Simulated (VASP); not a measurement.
Write the native input for VASP 6.6.1 that does the following.

```
Task                   : single point
Functional             : PBE
Dispersion             : D3(BJ)
Potentials or basis    : VASP PAW PBE potentials, release 64 (B, N)
Cutoff                 : 520 eV
k mesh                 : 12 × 12 × 12
Occupations            : gaussian, width 0.05 eV
Spin                   : no spin polarisation
Dipole correction      : no
Further INCAR settings : ALGO = Normal; EDIFF = 1e-07; NBANDS = 11
```

The structure of BN lies in POSCAR:

```
BN
1.0
    1.2530568997      0.7234527383      3.0312937698
   -1.2530568997      0.7234527383      3.0312937698
    0.0000000000     -1.4469054767      3.0312937698
B N
1 1
Direct
    0.9996975446      0.9996975446      0.9996975446
    0.3327354554      0.3327354554      0.3327354554
```

This cell differs from its parent crystal: strain +0.000 along x and y, -0.080 along z.

These files were run (other wordings do the same):

INCAR

```
PREC = Accurate
ENCUT = 520
EDIFF = 1E-7
ISMEAR = 0
SIGMA = 0.05
LREAL = False
LASPH = True
NELM = 80
ALGO = Normal
ISIF = 2
LWAVE = False
LCHARG = False
GGA = PE
IVDW = 12
NBANDS = 11
```

KPOINTS

```
Automatic mesh
0
Gamma
  12 12 12
```

Potentials or basis: VASP PAW PBE potentials, release 64 (B, N).

The run is started by

```bash
$ cat potpaw_PBE.64/B/POTCAR potpaw_PBE.64/N/POTCAR > POTCAR
$ mpirun -np 1 vasp_std > vasp.out
```

Results of the run:

| Item | Value |
| --- | --- |
| Pressure | 1.2 GPa |
| Largest force | 0.058 eV/Å |
| Band gap on the k mesh | 3.95 eV, indirect (least direct gap 4.73 eV) |
| Dispersion energy per atom | -0.157 eV |

Caveat: the cell differs from its parent crystal (strain +0.000 along x and y, -0.080 along z).

It took 23 s on 1 thread of Intel(R) Xeon(R) 6975P-C (Granite Rapids), with other jobs on the host, peak memory 0.18 GiB.
